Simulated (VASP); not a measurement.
Runs of VASP 6.6.1 on CuI. The structure is that of space group Cmcm (No. 63), or close to it. The cells are those of the table. 

```csv
cell,gap on the mesh (eV),pressure (GPa),largest force (eV/Å)
"a = 5.299, b = 5.299, c = 4.250 Å, angles 90.0, 90.0, 89.7°, 4 atoms",0.90,-0.8,0.16
"a = 5.159, b = 5.159, c = 4.485 Å, angles 90.0, 90.0, 89.7°, 4 atoms",1.02,-2.2,0.09
"a = 5.334, b = 5.334, c = 4.194 Å, angles 90.0, 90.0, 89.7°, 4 atoms",(a),-0.3,0.15
"a = 5.194, b = 5.194, c = 4.424 Å, angles 90.0, 90.0, 89.7°, 4 atoms",1.00,-1.9,0.12
"a = 5.229, b = 5.229, c = 4.365 Å, angles 90.0, 90.0, 89.7°, 4 atoms",0.97,(b),0.15
```

Alike in all rows: task single point; level PBEsol; potentials or basis VASP PAW PBE potentials, release 64 (Cu, I); no spin polarisation; k mesh 4 × 4 × 6; cutoff (eV) 520; smearing fermi-dirac 0.05 eV.

Task: Estimate the missing entries.

Result: (a) 0.85; (b) -1.6.

Caveats: the PAW data sets were made with another functional, which shifts forces and pressure a little; spin-orbit coupling is left out, which moves the levels of the heavy elements.

A k mesh can miss the band edges, and the runs leave out spin-orbit coupling on I.
